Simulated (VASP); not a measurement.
# Be2C (Fm-3m) in VASP: notebook

Runs on Be2C. Level: PBEsol. Tasks: single point.

Program: VASP 6.6.1. These are calculated values, not measurements. Logs are shortened: lines on timing, memory, paths and dates and some standing lists are left out, and cuts for length are marked.

## 1. The cell of the first run

Symmetry: Fm-3m, No. 225, cubic system. The conventional cell has a = 4.218 Å, b = 4.218 Å, c = 4.218 Å, α = 90.00°, β = 90.00°, γ = 90.00°. Be (site symmetry -43m) has 4 C at 1.83 Å and 6 Be at 2.11 Å within 2.4 Å. Within 2.4 Å of C (site symmetry m-3m) lie 8 Be at 1.83 Å.

## 2. Single point, PBEsol

INCAR reads:

```
SYSTEM = Be2C
  ALGO = Normal
  EDIFF = 1E-6
  ENCUT = 600
  GGA = PS
  GGA_COMPAT = .FALSE.
  ISIF = 2
  ISMEAR = 0
  LASPH = .TRUE.
  LCHARG = .FALSE.
  LREAL = .FALSE.
  LWAVE = .FALSE.
  NBANDS = 11
  NELM = 120
  PREC = Accurate
  SIGMA = 0.01
```

KPOINTS reads:

```
k-points
0
G
  10 10 10
  0 0 0
```

POSCAR reads:

```
Be2C
1.0
    2.1090699703      2.1090699703      0.0000000000
   -2.1090699703      2.1090699703      0.0000000000
    0.0000000000      2.1090699703      2.1090699703
Be C
2 1
Direct
    0.2500000000      0.7500000000      0.5000000000
    0.7500000000      0.2500000000      0.5000000000
    0.0000000000      0.0000000000      0.0000000000
```

Potentials or basis: VASP PAW PBE potentials, release 64 (Be, C).

Launch:

```sh
$ cat potpaw_PBE.64/Be/POTCAR potpaw_PBE.64/C/POTCAR > POTCAR
$ mpirun -np 1 vasp_std > vasp.out
```

OUTCAR:

```text
SYSTEM = Be2C
   EDIFF = 1E-6
   ENCUT = 600
   GGA = PS
   ISIF = 2
   ISMEAR = 0
   LASPH = .TRUE.
   LREAL = .FALSE.
   NELM = 120
   PREC = Accurate

 ion  position               nearest neighbor table
   1  0.250  0.750  0.500-   3 1.83   3 1.83   3 1.83   3 1.83   2 2.11   2 2.11   2 2.11   2 2.11
                             2 2.11   2 2.11
   2  0.750  0.250  0.500-   3 1.83   3 1.83   3 1.83   3 1.83   1 2.11   1 2.11   1 2.11   1 2.11
                             1 2.11   1 2.11
   3  0.000  0.000  0.000-   2 1.83   1 1.83   1 1.83   2 1.83   1 1.83   2 1.83   2 1.83   1 1.83

  LATTYP: Found a face centered cubic cell.
 ALAT       =     4.2181399406

  Lattice vectors:

 A1 = (   0.0000000000,   2.1090699703,   2.1090699703)
 A2 = (   2.1090699703,   0.0000000000,   2.1090699703)
 A3 = (   2.1090699703,   2.1090699703,   0.0000000000)

Analysis of symmetry for initial positions (statically):
=====================================================================
 Subroutine PRICEL returns:
 Original cell was already a primitive cell.

 Routine SETGRP: Setting up the symmetry group for a
 face centered cubic supercell.

 Subroutine GETGRP returns: Found 48 space group operations
 (whereof 48 operations were pure point group operations)
 out of a pool of 48 trial point group operations.

The static configuration has the point symmetry O_h .

Analysis of symmetry for dynamics (positions and initial velocities):
=====================================================================
 Subroutine PRICEL returns:
 Original cell was already a primitive cell.

 Routine SETGRP: Setting up the symmetry group for a
 face centered cubic supercell.

 Subroutine GETGRP returns: Found 48 space group operations
 (whereof 48 operations were pure point group operations)
 out of a pool of 48 trial point group operations.

The dynamic configuration has the point symmetry O_h .

 Subroutine INISYM returns: Found 48 space group operations
 (whereof 48 operations are pure point group operations),
 and found     1 'primitive' translations

----------------------------------------------------------------------------------------

                                     Primitive cell

  volume of cell :      18.7630

  direct lattice vectors                    reciprocal lattice vectors
     2.109069970  2.109069970  0.000000000     0.237071319  0.237071319 -0.237071319
    -2.109069970  2.109069970  0.000000000    -0.237071319  0.237071319 -0.237071319
     0.000000000  2.109069970  2.109069970     0.000000000  0.000000000  0.474142638

  length of vectors
     2.982675356  2.982675356  2.982675356     0.410619570  0.410619570  0.474142638

  position of ions in fractional coordinates (direct lattice)
     0.250000000  0.750000000  0.500000000
     0.750000000  0.250000000  0.500000000
     0.000000000  0.000000000  0.000000000

  ion indices of the primitive-cell ions
   primitive index   ion index
                 1           1
                 2           2
                 3           3

----------------------------------------------------------------------------------------

 KPOINTS: k-points

Automatic generation of k-mesh.
 Grid dimensions read from file:
 generate k-points for:   10   10   10

 Generating k-lattice:

  Cartesian coordinates                     Fractional coordinates (reciprocal lattice)
     0.023707132  0.023707132 -0.023707132     0.100000000  0.000000000  0.000000000
    -0.023707132  0.023707132 -0.023707132     0.000000000  0.100000000  0.000000000
     0.000000000  0.000000000  0.047414264     0.000000000  0.000000000  0.100000000

  Length of vectors
     0.041061957  0.041061957  0.047414264

  Shift w.r.t. Gamma in fractional coordinates (k-lattice)
     0.000000000  0.000000000  0.000000000

 Subroutine IBZKPT returns following result:
 ===========================================

 Found     47 irreducible k-points:

 Following reciprocal coordinates:
            Coordinates               Weight
  0.000000  0.000000  0.000000      1.000000
  0.100000  0.000000  0.000000      8.000000
  0.200000  0.000000  0.000000      8.000000
  0.300000  0.000000  0.000000      8.000000
  0.400000  0.000000  0.000000      8.000000
  0.500000  0.000000  0.000000      4.000000
[... 16 lines left out ...]
  0.300000  0.300000  0.000000     12.000000
  0.400000  0.300000  0.000000     24.000000
 [... further k-points ...]
   k-points           NKPTS =     47   k-points in BZ     NKDIM =     47   number of bands    NBANDS=     11
   number of dos      NEDOS =    301   number of ions     NIONS =      3
   total plane-waves  NPLWV =  13824
   dimension x,y,z NGX =    24 NGY =   24 NGZ =   24
   dimension x,y,z NGXF=    48 NGYF=   48 NGZF=   48
   ions per type =               2   1
   NGX,Y,Z   is equivalent  to a cutoff of  13.38, 13.38, 13.38 a.u.
   NGXF,Y,Z  is equivalent  to a cutoff of  26.75, 26.75, 26.75 a.u.
 SYSTEM =  Be2C
   PREC   = accura    normal or accurate (medium, high low for compatibility)
   ISTART =      0    job   : 0-new  1-cont  2-samecut
   ICHARG =      2    charge: 1-file 2-atom 10-const
   ISPIN  =      1    spin polarized calculation?
   LNONCOLLINEAR =      F non collinear calculations
   LSORBIT =      F    spin-orbit coupling
   LASPH  =      T    aspherical Exc in radial PAW
   ENCUT  =  600.0 eV  44.10 Ry    6.64 a.u.   5.96  5.96  5.96*2*pi/ulx,y,z
   NELM   =    120;   NELMIN=  2; NELMDL= -5     # of ELM steps
   EDIFF  = 0.1E-05   stopping-criterion for ELM
   LREAL  =      F    real-space projection
   EDIFFG = 0.1E-04   stopping-criterion for IOM
   NSW    =      0    number of steps for IOM
   IBRION =     -1    ionic relax: 0-MD 1-quasi-New 2-CG
   NFREE  =      0    steps in history (QN), initial steepest desc. (CG)
   ISIF   =      2    stress and relaxation
   ISYM   =      2    0-nonsym 1-usesym 2-fastsym
   POTIM  = 0.5000    time-step for ionic-motion
   TEBEG  =    0.0;   TEEND  =   0.0 temperature during run
   PSTRESS=    0.0 pullay stress
   NELECT =       8.0000    total number of electrons
   NUPDOWN=      -1.0000    fix difference up-down
   EMIN   =  10.00;   EMAX   =-10.00  energy-range for DOS
   EFERMI =   0.00;   METHOD = LEGACY
   ISMEAR =     0;   SIGMA  =   0.01  broadening in eV -4-tet -1-fermi 0-gaus
   EFERMI_NEDOS =   21; number of points for ismear=-14 and -15
   IALGO  =     38    algorithm
   IMIX   =      4    mixing-type and parameters
     AMIX     =   0.40;   BMIX     =  1.00
     AMIX_MAG =   1.60;   BMIX_MAG =  1.00
  volume/ion in A,a.u.               =       6.25        42.21
  Fermi-wavevector in a.u.,A,eV,Ry     =   1.232170  2.328463 20.656937  1.518242
  Thomas-Fermi vector in A             =   2.366950
   LORBIT       =      0    0 simple, 1 ext, 2 COOP (PROOUT), +10 PAW based schemes
   GGA     = PS    functional components
   LHFCALC =     F    Hartree Fock is set to
   AEXX    =    0.0000 exact exchange contribution
   IVDW    =     0    specifies the selected vdW correction
   LEPSILON=     F    determine dielectric tensor
   LRPA    =     F    only Hartree local field effects (RPA)
 non-spin polarized calculation
 Gauss-broadening in eV      SIGMA  =   0.01
  energy-cutoff  :      600.00
  volume of cell :       18.76
 maximum number of plane-waves:       636
   NGX = 11   NGY = 11   NGZ = 11

 number of electron       7.9999999 magnetization

 Free energy of the ion-electron system (eV)
  ---------------------------------------------------
  ext. energy  EPLUGINS =         0.00000000
  ---------------------------------------------------
  free energy    TOTEN  =       -18.35039809 eV

  energy without entropy =      -18.35039809  energy(sigma->0) =      -18.35039809

 E-fermi :   8.5490     XC(G=0): -11.8206

 val. band max:        8.4733217947   @ k =   0.0000   0.0000   0.0000
 cond. band min:       9.5657032585   @ k =   0.5000   0.5000   0.0000
 fundamental gap:      1.0923814638
 Fermi energy:         8.5490348908

 k-point     1 :       0.0000    0.0000    0.0000
  band No.  band energies     occupation
      1      -7.1418      2.00000
      2       8.4733      2.00000
      3       8.4733      2.00000
      4       8.4733      2.00000
      5      12.6982      0.00000
      6      12.6982      0.00000
      7      12.6982      0.00000
      8      16.0570      0.00000
      9      22.1681      0.00000
     10      22.1681      0.00000
     11      22.1681      0.00000

 k-point     2 :       0.1000    0.0000    0.0000
  band No.  band energies     occupation
      1      -6.9750      2.00000
      2       7.0653      2.00000
      3       8.1397      2.00000
      4       8.1397      2.00000
      5      13.1806      0.00000
      6      13.1806      0.00000
      7      13.6610      0.00000
      8      16.3611      0.00000
      9      21.0322      0.00000
     10      21.0322      0.00000
     11      22.6467      0.00000

 k-point     3 :       0.2000    0.0000    0.0000
  band No.  band energies     occupation
      1      -6.4797      2.00000
      2       4.6066      2.00000
      3       7.5070      2.00000
      4       7.5070      2.00000
      5      13.9678      0.00000
      6      13.9678      0.00000
      7      14.8290      0.00000
      8      17.1514      0.00000
      9      20.0722      0.00000
     10      20.0722      0.00000
     11      23.9596      0.00000

 k-point     4 :       0.3000    0.0000    0.0000
  band No.  band energies     occupation
      1      -5.6809      2.00000
      2       2.1905      2.00000
      3       6.9599      2.00000
      4       6.9599      2.00000
      5      14.0866      0.00000
      6      14.0866      0.00000
      7      15.6133      0.00000
      8      17.9539      0.00000
      9      20.7407      0.00000
     10      20.7407      0.00000
     11      25.5027      0.00000

 k-point     5 :       0.4000    0.0000    0.0000
  band No.  band energies     occupation
      1      -4.6880      2.00000
      2       0.1739      2.00000
      3       6.6192      2.00000
      4       6.6192      2.00000
      5      13.7421      0.00000
      6      13.7421      0.00000
      7      16.1477      0.00000
      8      18.4826      0.00000
      9      22.5735      0.00000
     10      22.5735      0.00000
     11      26.5533      0.00000
[... 211 lines left out ...]
 k-point    21 :      -0.3000    0.2000    0.0000
  band No.  band energies     occupation
      1      -5.6869      2.00000
      2       3.9227      2.00000
      3       5.2140      2.00000
      4       5.9143      2.00000
      5      13.0232      0.00000
      6      14.1323      0.00000
      7      17.0456      0.00000
      8      17.2419      0.00000
      9      21.3198      0.00000
     10      24.6842      0.00000
     11      25.8284      0.00000

 k-point    22 :      -0.2000    0.2000    0.0000
  band No.  band energies     occupation
      1      -6.2670      2.00000
      2       5.8278      2.00000
      3       5.8278      2.00000
      4       6.1991      2.00000
      5      13.3590      0.00000
      6      14.0046      0.00000
      7      16.2002      0.00000
      8      16.2002      0.00000
      9      20.4057      0.00000
     10      24.5852      0.00000
     11      24.5852      0.00000

 k-point    23 :       0.3000    0.3000    0.0000
  band No.  band energies     occupation
      1      -3.7025      2.00000
      2       0.7811      2.00000
      3       2.6702      2.00000
      4       5.3097      2.00000
      5      13.1388      0.00000
      6      18.3969      0.00000
      7      18.7966      0.00000
      8      18.9091      0.00000
      9      20.6409      0.00000
     10      21.5932      0.00000
     11      26.9054      0.00000

 k-point    24 :       0.4000    0.3000    0.0000
  band No.  band energies     occupation
      1      -3.2674      2.00000
      2       0.5354      2.00000
      3       2.5755      2.00000
      4       4.5717      2.00000
      5      12.4016      0.00000
      6      18.3913      0.00000
      7      18.8609      0.00000
      8      19.9431      0.00000
      9      21.6156      0.00000
     10      22.3230      0.00000
     11      26.8771      0.00000

 [... further k-points ...]

------------------------ aborting loop because EDIFF is reached ----------------------------------------

  FORCE on cell =-STRESS in cart. coord.  units (eV):
  Direction    XX          YY          ZZ          XY          YZ          ZX
  --------------------------------------------------------------------------------------
  -------------------------------------------------------------------------------------
  Total        1.8376016      1.8376016      1.8376016     -0.0000000      0.0000000      0.0000000
  in kB      156.9130185    156.9130185    156.9130185     -0.0000000      0.0000000      0.0000000
  external PRESSURE =     156.9130185 kB  Pullay stress =       0.0000000 kB

 VOLUME and BASIS-vectors are now :
 -----------------------------------------------------------------------------
  energy-cutoff  :      600.00
  volume of cell :       18.76
      direct lattice vectors                 reciprocal lattice vectors
     2.109069970  2.109069970  0.000000000     0.237071319  0.237071319 -0.237071319
    -2.109069970  2.109069970  0.000000000    -0.237071319  0.237071319 -0.237071319
     0.000000000  2.109069970  2.109069970     0.000000000  0.000000000  0.474142638

 POSITION                                       TOTAL-FORCE (eV/Angst)
 -----------------------------------------------------------------------------------
     -1.05453      3.16360      1.05453        -0.000000     -0.000000      0.000000
      1.05453      3.16360      1.05453         0.000000      0.000000     -0.000000
      0.00000      0.00000      0.00000        -0.000000      0.000000      0.000000
 -----------------------------------------------------------------------------------
    total drift:                                0.000000     -0.000000      0.000000

  FREE ENERGIE OF THE ION-ELECTRON SYSTEM (eV)
  ---------------------------------------------------
  free  energy   TOTEN  =       -18.3503980865 eV

  energy  without entropy=      -18.3503980865  energy(sigma->0) =      -18.35039809
```

Run time: 14 s. Hardware: 1 thread of AMD EPYC 7R43 (Zen 3), shared host; peak memory 0.1 GiB.

Results:

| Quantity | Value |
| --- | --- |
| Free energy | -18.3504 eV |
| Pressure | 15.7 GPa |
| Band gap on the k mesh | 1.09 eV, indirect (least direct gap 4.22 eV) |

Caveat: the PAW data sets were made with another functional, which shifts forces and pressure a little.

## 3. Single point, PBEsol

This run uses another cell than the first one, of 6.74 Å³/atom, 1.078 times its volume.

INCAR reads:

```
SYSTEM = Be2C
PREC = Accurate
ENCUT = 600
EDIFF = 1E-6
ISMEAR = 0
SIGMA = 0.01
LREAL = .False.
LASPH = .True.
NELM = 120
ALGO = Normal
ISIF = 2
LWAVE = .False.
LCHARG = .False.
GGA = PS
NBANDS = 11
GGA_COMPAT = .False.
```

KPOINTS reads:

```
regular mesh
0
Gamma
  10 10 10
  0 0 0
```

POSCAR reads:

```
Be2C
1.0
    2.1622986811      2.1622986811      0.0000000000
   -2.1622986811      2.1622986811      0.0000000000
    0.0000000000      2.1622986811      2.1622986811
Be C
2 1
Direct
    0.2500000000      0.7500000000      0.5000000000
    0.7500000000      0.2500000000      0.5000000000
    0.0000000000      0.0000000000      0.0000000000
```

Potentials or basis: VASP PAW PBE potentials, release 64 (Be, C).

Launch:

```sh
$ cat potpaw_PBE.64/Be/POTCAR potpaw_PBE.64/C/POTCAR > POTCAR
$ mpirun -np 1 vasp_std > vasp.out
```

Run time: 19 s. Hardware: 1 thread of AMD EPYC 7R43 (Zen 3), shared host; peak memory 0.1 GiB.

It converged, with:

```yaml
Free_energy: -18.4125 eV
Pressure: -1.4 GPa
Band_gap_on_the_k_mesh: 1.06 eV, indirect (least direct gap 4.09 eV)
```

Levels at points of the mesh, in eV from the valence-band top:
```tsv
k point	band 1	band 2	band 3	band 4	band 5	band 6	band 7	band 8	band 9
(0.00, 0.00, 0.00)	-15.06	0.00	0.00	0.00	4.09	4.09	4.09	6.74	13.11
(0.50, 0.00, 0.00)	-12.16	-8.79	-1.84	-1.84	4.95	4.95	7.05	9.72	14.50
(0.50, 0.50, 0.00)	-11.42	-6.80	-4.77	-4.77	1.06	5.75	13.24	13.24	15.32
```

Caveat: the PAW data sets were made with another functional, which shifts forces and pressure a little. As with any semilocal functional, this PBEsol gap is likely too small.
